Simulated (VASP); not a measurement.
# Co (P6_3/mmc) in VASP: notebook, part 2 of 2

VASP 6.6.1.

## (3) Single point, PBE, collinear spin, ferromagnetic start

The input, INCAR:

```
SYSTEM = Co
  ALGO = Normal
  EDIFF = 1E-6
  ENCUT = 520
  GGA = PE
  ISIF = 2
  ISMEAR = 1
  ISPIN = 2
  LASPH = .True.
  LCHARG = .False.
  LMAXMIX = 4
  LORBIT = 11
  LREAL = .False.
  LWAVE = .False.
  MAGMOM = 1.69 1.69
  NBANDS = 20
  NELM = 150
  PREC = Accurate
  SIGMA = 0.6
```

The input, KPOINTS:

```
k-points
0
Gamma
  14 14 8
  0 0 0
```

The input, POSCAR:

```
Co
1.0
    2.4935221926      0.0000000000      0.0000000000
   -1.2467610963      2.1594535637      0.0000000000
    0.0000000000      0.0000000000      4.0277844638
Co
2
Direct
    0.3333333333      0.6666666667      0.2500000000
    0.6666666667      0.3333333333      0.7500000000
```

Potentials or basis: VASP PAW PBE potentials, release 64 (Co).

Launch:

```
$ cat potpaw_PBE.64/Co/POTCAR > POTCAR
$ mpirun -np 1 vasp_std > vasp.out
```

Wall time 52 s (1 thread of Intel Xeon 6975P-C (Granite Rapids), shared host); peak memory 0.19 GiB.

It converged, with:

```
Free energy                                           : -14.0384 eV
Pressure                                              : -0.1 GPa
Net moment                                            : 3.32 μB per cell
Site moments                                          : Co +1.68 μB
Valence electrons inside the program's atomic spheres : Co 8.27
```

Stress tensor (GPa, compression positive):
```
-0.52  0.00  0.00
 0.00 -0.52  0.00
 0.00  0.00  0.72
```

Levels at points of the mesh, in eV from the Fermi level:
Spin up:
| k point | band 9 | band 10 | band 11 | band 12 | band 13 | band 14 |
| --- | --- | --- | --- | --- | --- | --- |
| (0.00, 0.00, 0.00) | -1.96 | -0.85 | -0.85 | -0.05 | 6.37 | 21.98 |
| (0.50, 0.00, 0.00) | -0.63 | -0.57 | 1.30 | 3.31 | 9.70 | 10.35 |
| (0.00, 0.00, 0.50) | -1.16 | -1.16 | -1.16 | -1.16 | 15.06 | 15.06 |
| (0.50, 0.00, 0.50) | -0.63 | -0.63 | 1.60 | 1.60 | 7.25 | 7.25 |
Spin down:
| k point | band 4 | band 5 | band 6 | band 7 | band 8 | band 9 | band 10 | band 11 |
| --- | --- | --- | --- | --- | --- | --- | --- | --- |
| (0.00, 0.00, 0.00) | -0.92 | -0.92 | -0.55 | -0.55 | -0.13 | -0.13 | -0.12 | 1.10 |
| (0.50, 0.00, 0.00) | -1.84 | -1.07 | -0.98 | -0.57 | 1.22 | 1.36 | 1.38 | 2.57 |
| (0.00, 0.00, 0.50) | -1.50 | -0.98 | -0.98 | -0.98 | -0.98 | 0.76 | 0.76 | 0.76 |
| (0.50, 0.00, 0.50) | -2.33 | -0.02 | -0.02 | 0.27 | 0.27 | 1.32 | 1.32 | 2.24 |

Caveat: so wide a smearing shifts energies and pressures.

## (4) Single point, PBE, collinear spin, ferromagnetic start

The input, INCAR:

```
SYSTEM = Co
ALGO = Normal
EDIFF = 1E-7
ENCUT = 520
GGA = PE
ISIF = 2
ISMEAR = -1
ISPIN = 2
LASPH = .True.
LCHARG = .False.
LMAXMIX = 4
LORBIT = 11
LREAL = .False.
LWAVE = .False.
MAGMOM = 1.7 1.7
NBANDS = 20
NELM = 150
PREC = Accurate
SIGMA = 0.05
```

KPOINTS is that of step 3.

The input, POSCAR:

```
Co
1.0
    2.4935221377      0.0000000000      0.0000000000
   -1.2467610688      2.1594535162      0.0000000000
    0.0000000000      0.0000000000      4.0277847465
Co
2
Direct
    0.3333333333      0.6666666667      0.2500000000
    0.6666666667      0.3333333333      0.7500000000
```

Potentials or basis: VASP PAW PBE potentials, release 64 (Co).

Launch:

```
$ cat potpaw_PBE.64/Co/POTCAR > POTCAR
$ mpirun -np 1 vasp_std > vasp.out
```

OUTCAR:

```text
SYSTEM = Co
   EDIFF = 1E-7
   ENCUT = 520
   GGA = PE
   ISIF = 2
   ISMEAR = -1
   ISPIN = 2
   LASPH = .True.
   LORBIT = 11
   LREAL = .False.
   NELM = 150
   PREC = Accurate

 ion  position               nearest neighbor table
   1  0.333  0.667  0.250-   2 2.48   2 2.48   2 2.48   2 2.48   2 2.48   2 2.48
   2  0.667  0.333  0.750-   1 2.48   1 2.48   1 2.48   1 2.48   1 2.48   1 2.48

  LATTYP: Found a hexagonal cell.
 ALAT       =     2.4935221377
 C/A-ratio  =     1.6152993734

  Lattice vectors:

 A1 = (   2.4935221377,   0.0000000000,   0.0000000000)
 A2 = (  -1.2467610688,   2.1594535162,   0.0000000000)
 A3 = (   0.0000000000,   0.0000000000,   4.0277847465)

Analysis of symmetry for initial positions (statically):
[... 1322 lines left out ...]
  volume of cell :       21.69
      direct lattice vectors                 reciprocal lattice vectors
     2.493522138  0.000000000  0.000000000     0.401039151  0.231540062  0.000000000
    -1.246761069  2.159453516  0.000000000     0.000000000  0.463080123  0.000000000
     0.000000000  0.000000000  4.027784747     0.000000000  0.000000000  0.248275433

 POSITION                                       TOTAL-FORCE (eV/Angst)
 -----------------------------------------------------------------------------------
     -0.00000      1.43964      1.00695         0.000000      0.000000      0.000000
      1.24676      0.71982      3.02084        -0.000000     -0.000000      0.000000
 -----------------------------------------------------------------------------------
    total drift:                                0.000000      0.000000     -0.000000

  FREE ENERGIE OF THE ION-ELECTRON SYSTEM (eV)
  ---------------------------------------------------
  free  energy   TOTEN  =       -14.0735082001 eV

  energy  without entropy=      -14.0573240469  energy(sigma->0) =      -14.06541612

 total charge

# of ion       s       p       d       tot
------------------------------------------
    1        0.488   0.520   7.266   8.274
    2        0.488   0.520   7.266   8.274
--------------------------------------------------
tot          0.975   1.041  14.533  16.549

 magnetization (x)

# of ion       s       p       d       tot
------------------------------------------
    1       -0.016  -0.056   1.669   1.597
    2       -0.016  -0.056   1.669   1.597
--------------------------------------------------
tot         -0.032  -0.112   3.338   3.194
```

stdout:

```text
POSCAR found type information on POSCAR Co
 POSCAR found :  1 types and       2 ions
 scaLAPACK will be used
 LDA part: xc-table for (Slater+PW92), standard interpolation
 POSCAR, INCAR and KPOINTS ok, starting setup
 FFT: planning ... GRIDC
 FFT: planning ... GRID_SOFT
 FFT: planning ... GRID
 WAVECAR not read
 entering main loop
```

Run time: 54 s. Hardware: 1 thread of Intel Xeon 6975P-C (Granite Rapids), shared host; peak memory 0.19 GiB.

Results:

| Property | Result |
| --- | --- |
| Free energy | -14.0735 eV |
| Pressure | -0.8 GPa |
| Net moment | 3.15 μB per cell |
| Site moments | Co +1.60 μB |
| Valence electrons inside the program's atomic spheres | Co 8.27 |

## (5) Single point, PBE, collinear spin, antiferromagnetic start

The input, INCAR:

```
SYSTEM = Co
  ALGO = Normal
  EDIFF = 1E-6
  ENCUT = 520
  GGA = PE
  ISIF = 2
  ISMEAR = -1
  ISPIN = 2
  LASPH = .True.
  LCHARG = .False.
  LMAXMIX = 4
  LORBIT = 11
  LREAL = .False.
  LWAVE = .False.
  MAGMOM = 1.7 -1.7
  NBANDS = 20
  NELM = 150
  PREC = Accurate
  SIGMA = 0.05
```

KPOINTS is that of step 4.

The input, POSCAR:

```
Co
1.0
    2.4935225139      0.0000000000      0.0000000000
   -1.2467612569      2.1594538420      0.0000000000
    0.0000000000      0.0000000000      4.0277857565
Co
2
Direct
    0.3333333333      0.6666666667      0.2500000000
    0.6666666667      0.3333333333      0.7500000000
```

Launch:

```
$ cat potpaw_PBE.64/Co/POTCAR > POTCAR
$ mpirun -np 1 vasp_std > vasp.out
```

Wall time 62 s (1 thread of Intel Xeon 6975P-C (Granite Rapids), shared host); peak memory 0.19 GiB.

The run converged. Its results:

| Property | Result |
| --- | --- |
| Free energy | -13.6321 eV |
| Pressure | -7.3 GPa |
| Band gap on the k mesh | zero (filled and empty bands overlap) |
| Net moment | 0.00 μB per cell |
| Site moments | Co +0.88, -0.88 μB |
| Valence electrons inside the program's atomic spheres | Co 8.27 |

Stress tensor (GPa, compression positive):
```
-7.39  0.00  0.00
 0.00 -7.39  0.00
 0.00  0.00 -7.13
```

Levels at points of the mesh, in eV from the Fermi level:
Spin up:
```tsv
k point	band 7	band 8	band 9	band 10	band 11	band 12
(0.00, 0.00, 0.00)	-1.30	-1.12	-1.12	-0.09	0.21	0.21
(0.50, 0.00, 0.00)	-1.38	-0.20	0.37	0.82	1.82	3.80
(0.00, 0.00, 0.50)	-1.68	-1.68	-0.48	-0.48	0.10	0.10
(0.50, 0.00, 0.50)	-0.57	-0.17	-0.14	0.82	1.81	1.84
```
Spin down:
| k point | band 5 | band 6 | band 7 | band 8 | band 9 | band 10 | band 11 | band 12 | band 13 | band 14 |
| --- | --- | --- | --- | --- | --- | --- | --- | --- | --- | --- |
| (0.00, 0.00, 0.00) | -1.84 | -1.30 | -1.30 | -1.12 | -1.12 | -0.09 | 0.21 | 0.21 | 6.85 | 21.86 |
| (0.50, 0.00, 0.00) | -2.09 | -1.75 | -1.38 | -0.20 | 0.37 | 0.82 | 1.82 | 3.80 | 9.87 | 10.56 |
| (0.00, 0.00, 0.50) | -2.19 | -1.96 | -1.68 | -1.68 | -0.48 | -0.48 | 0.10 | 0.10 | 15.20 | 15.31 |
| (0.50, 0.00, 0.50) | -1.45 | -0.57 | -0.57 | -0.17 | -0.14 | 0.82 | 1.81 | 1.84 | 7.61 | 7.77 |

Caveat: the cell stands under tension.

## (6) Single point, PBE (11.61 Å³/atom)

This run uses another cell than the first one, of 11.61 Å³/atom.

The input, INCAR:

```
  PREC = Accurate
  ENCUT = 520
  EDIFF = 1E-6
  ISMEAR = -1
  SIGMA = 0.1
  LREAL = False
  LASPH = True
  NELM = 100
  ALGO = Normal
  ISIF = 2
  LWAVE = False
  LCHARG = False
  GGA = PE
  NBANDS = 16
```

The input, KPOINTS:

```
Automatic mesh
0
Gamma
  24 24 13
```

The input, POSCAR:

```
Co
1.0
    2.5530391533      0.0000000000      0.0000000000
   -1.2765195766      2.2109967636      0.0000000000
    0.0000000000      0.0000000000      4.1131724153
Co
2
Direct
    0.3333333333      0.6666666667      0.2500000000
    0.6666666667      0.3333333333      0.7500000000
```

Potentials or basis: VASP PAW PBE potentials, release 64 (Co).

Launch:

```
$ cat potpaw_PBE.64/Co/POTCAR > POTCAR
$ mpirun -np 1 vasp_std > vasp.out
```

Run time: 62 s. Hardware: 1 thread of Intel Xeon 6975P-C (Granite Rapids), shared host; peak memory 0.24 GiB.

The run converged. Its results:

```yaml
Free_energy: -13.5364 eV
Pressure: -21.7 GPa
Band_gap_on_the_k_mesh: zero (bands 9 and 10 overlap by 1.28 eV)
```

Stress tensor (GPa, compression positive):
```
-21.51   0.00   0.00
  0.00 -21.51   0.00
  0.00   0.00 -22.12
```

Levels at points of the mesh, in eV from the Fermi level:
```csv
k point,band 7,band 8,band 9,band 10,band 11,band 12
"(0.00, 0.00, 0.00)",-1.27,-0.95,-0.95,0.10,0.10,0.11
"(0.50, 0.00, 0.00)",-1.23,0.22,0.32,0.36,1.77,3.54
```

Caveat: the cell stands under tension; the run has no spin polarisation, though such a crystal can be magnetic.

## (7) Overview

```tsv
spin	cell	k mesh	smearing	gap on the mesh (eV)	pressure (GPa)	moment (μB)
collinear, ferromagnetic start	a = 2.494, b = 2.494, c = 4.028 Å, angles 90.0, 90.0, 120.0°, 2 atoms	14 × 14 × 8	methfessel-paxton 0.3 eV	none	-0.7	3.18
collinear, ferromagnetic start	a = 2.494, b = 2.494, c = 4.028 Å, angles 90.0, 90.0, 120.0°, 2 atoms	14 × 14 × 8	methfessel-paxton 0.6 eV	none	-0.1	3.32
collinear, ferromagnetic start	a = 2.494, b = 2.494, c = 4.028 Å, angles 90.0, 90.0, 120.0°, 2 atoms	14 × 14 × 8	fermi-dirac 0.05 eV	none	-0.8	3.15
collinear, antiferromagnetic start	a = 2.494, b = 2.494, c = 4.028 Å, angles 90.0, 90.0, 120.0°, 2 atoms	14 × 14 × 8	fermi-dirac 0.05 eV	none	-7.3	0.00
off	a = 2.553, b = 2.553, c = 4.113 Å, angles 90.0, 90.0, 120.0°, 2 atoms	24 × 24 × 13	fermi-dirac 0.1 eV	none	-21.7	-
```

Alike in all rows: task single point; level PBE; potentials or basis VASP PAW PBE potentials, release 64 (Co); cutoff (eV) 520.

Caveats: so wide a smearing shifts energies and pressures (at least some runs); the cell stands under tension (at least some runs).

Total energies depend on the potentials used, so only differences within one code and one set of settings carry meaning.
